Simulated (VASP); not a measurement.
Wanted: the native input for a VASP 6.6.1 run.

| Item | Value |
| --- | --- |
| Task | single point |
| Functional | PBEsol |
| Potentials or basis | VASP PAW PBE potentials, release 64 (Mo_sv, S) |
| Cutoff | 520 eV |
| k mesh | 11 × 11 × 5 |
| Occupations | methfessel-paxton, width 0.1 eV |
| Spin | no spin polarisation |
| Dipole correction | no |
| Further INCAR settings | ALGO = Normal; EDIFF = 1e-06; NBANDS = 20 |

The structure of MoS2 lies in POSCAR:

```
MoS2
1.0
    3.2274600000      0.0000000000      0.0000000000
   -1.6137300000      2.7950700000      0.0000000000
    0.0000000000      0.0000000000      6.3124700000
Mo S
1 2
Direct
    0.0000000000      0.0000000000      0.5000000000
    0.3333333333      0.6666666667      0.2553200000
    0.6666666667      0.3333333333      0.7446800000
```

The input as run:

INCAR

```
SYSTEM = MoS2
ALGO     = Normal         ! electronic algorithm
EDIFF    = 1E-6           ! SCF threshold, eV
ENCUT    = 520            ! plane-wave cutoff, eV
GGA      = PS             ! functional
ISIF     = 2              ! what is computed and relaxed
ISMEAR   = 1              ! smearing method
LASPH    = .True.         ! aspherical terms in the spheres
LCHARG   = .False.        ! write CHGCAR
LREAL    = .False.        ! projectors in reciprocal space
LWAVE    = .False.        ! write WAVECAR
NBANDS   = 20             ! bands
NELM     = 80             ! most SCF steps
PREC     = Accurate       ! precision mode
SIGMA    = 0.1            ! smearing width, eV
```

KPOINTS

```
k-points
0
Gamma
  11 11 5
  0 0 0
```

Potentials or basis: VASP PAW PBE potentials, release 64 (Mo_sv, S).

The run is started by

```console
$ cat potpaw_PBE.64/Mo_sv/POTCAR potpaw_PBE.64/S/POTCAR > POTCAR
$ mpirun -np 1 vasp_std > vasp.out
```

Results of the run:

| Property | Result |
| --- | --- |
| Pressure | -3.4 GPa |
| Largest force | 0.028 eV/Å |
| Band gap on the k mesh | zero (band 13 reaches 7.16 eV, above the bottom of band 14 at 6.47 eV) |

Caveat: the PAW data sets were made with another functional, which shifts forces and pressure a little; this functional lacks dispersion, which binds the layers, so the pressure and a relaxed spacing across them are unreliable.

Run time: 96 s on 1 thread of AMD EPYC 7R43 64-Core Processor (Zen 3), on a shared host, peak memory 0.17 GiB.
